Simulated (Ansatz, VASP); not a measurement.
Two plane-wave programs on CaYb2

```xyz
3
Lattice="0.0000 4.2052 4.2052 4.2052 0.0000 4.2052 4.2052 4.2052 0.0000" Properties=species:S:1:pos:R:3 pbc="T T T"
Ca    0.0000    0.0000    0.0000
Yb    2.1026    2.1026    2.1026
Yb    6.3078    6.3078    6.3078
```

Change from the starting cell: species swapped into the LuH2 type (Fm-3m, No. 225).

Alike in both runs: functional PBE; k mesh 10 × 10 × 10; occupations gaussian, width 0.1 eV; no spin polarisation.

Ansatz relaxed the structure, and its values are those at the end. VASP's run is a single point on that final structure, the one shown.

|  | VASP | Ansatz |
| --- | --- | --- |
| version | VASP 6.6.1 | Ansatz 0.2.0 |
| potentials or method | VASP PAW PBE potentials, release 64 (Ca_sv, Yb), cutoff 520 eV | scalar-relativistic, plane waves, PAW |
| valence electrons in the cell | 58 | 58 |

VASP gave:

```
gap on the k mesh at the Fermi level (eV) : none
pressure (GPa)                            : 0.1
```

Problem. Which values does Ansatz return?

Solution. gap on the k mesh at the Fermi level (eV): none; pressure (GPa): 0.0.

A gap of «none» marks a metal or a gap that the smearing closes.

Neither program's run includes spin-orbit coupling.
